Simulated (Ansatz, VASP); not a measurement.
GaN in VASP and in Ansatz

POSCAR

```
GaN
1.0
    0.0000000000      2.2039734903      2.2958620709
    2.2039734903      0.0000000000      2.2958620709
    2.2039734903      2.2039734903      0.0000000000
Ga N
1 1
Direct
    0.0000000000      0.0000000000      0.0000000000
    0.2500000000      0.2500000000      0.2500000000
```

The input INCAR.step1:

```
SYSTEM = GaN
PREC = Accurate
ENCUT = 520
ISMEAR = 0
SIGMA = 0.01
LREAL = .FALSE.
LASPH = .TRUE.
NELM = 100
NBANDS = 16
GGA = PE
ALGO = Normal
EDIFF = 1E-4
LWAVE = .TRUE.
LCHARG = .FALSE.
```

The input INCAR.step2:

```
SYSTEM = GaN
PREC = Accurate
ENCUT = 520
EDIFF = 1E-6
ISMEAR = 0
SIGMA = 0.01
LREAL = .FALSE.
LASPH = .TRUE.
NELM = 100
ALGO = Normal
ISIF = 2
LWAVE = .FALSE.
LCHARG = .FALSE.
METAGGA = R2SCAN
LMIXTAU = .TRUE.
NBANDS = 16
ISTART = 1
```

The input KPOINTS:

```
Automatic mesh
0
G
  10 10 10
  0 0 0
```

Input for Ansatz:

```yaml
crystal:
  lattice:
    - [0.0, 2.2039734903, 2.2958620709]
    - [2.2039734903, 0.0, 2.2958620709]
    - [2.2039734903, 2.2039734903, 0.0]
  atoms:
    - { symbol: Ga, position: [0.0, 0.0, 0.0] }
    - { symbol: "N", position: [0.25, 0.25, 0.25] }
kpoints:
  mp_grid: { grid: [10, 10, 10] }
  band_path:
    path:
      - [0.0, 0.0, 0.0]
      - [-0.5, -0.5, 0.0]
      - [-0.375, -0.375, 0.25]
      - [-0.375, 0.0, 0.375]
      - [0.0, 0.0, 0.5]
      - [-0.5, -0.25, 0.25]
    npoints: 1
hamiltonian:
  xc: r2scan
scf:
  occupations: { method: fixed }
  n_extra_bands: 4
output:
  forces: true
  stress: true
  eigenvalues: true
  write_density: true
  write_potential: true
  elf: true
  volumetric_format: npy
```

Change from the starting cell: epitaxial_xy strain -2.0%.

Alike in both runs: task single point; functional r2SCAN; k mesh 10 × 10 × 10; no spin polarisation.

```csv
,VASP,Ansatz
version,VASP 6.6.1,Ansatz 0.2.0
potentials or method,"VASP PAW PBE potentials, release 64 (Ga_d, N)","plane waves, PAW"
plane-wave cutoff (eV),520,500
occupations,"gaussian, width 0.01 eV",fixed
valence electrons in the cell,18,18
```

|  | VASP | Ansatz | Ansatz less VASP |
| --- | --- | --- | --- |
| gap on the k mesh at the Fermi level (eV) | 2.22 | 2.23 | +0.010 |
| pressure (GPa) | 5.1 | 3.9 | -1.20 |
| traceless stress, the component that is largest in VASP (GPa) | -3.83 | -3.91 | -0.085 |

VASP's potentials were made for PBE, not for r2SCAN.
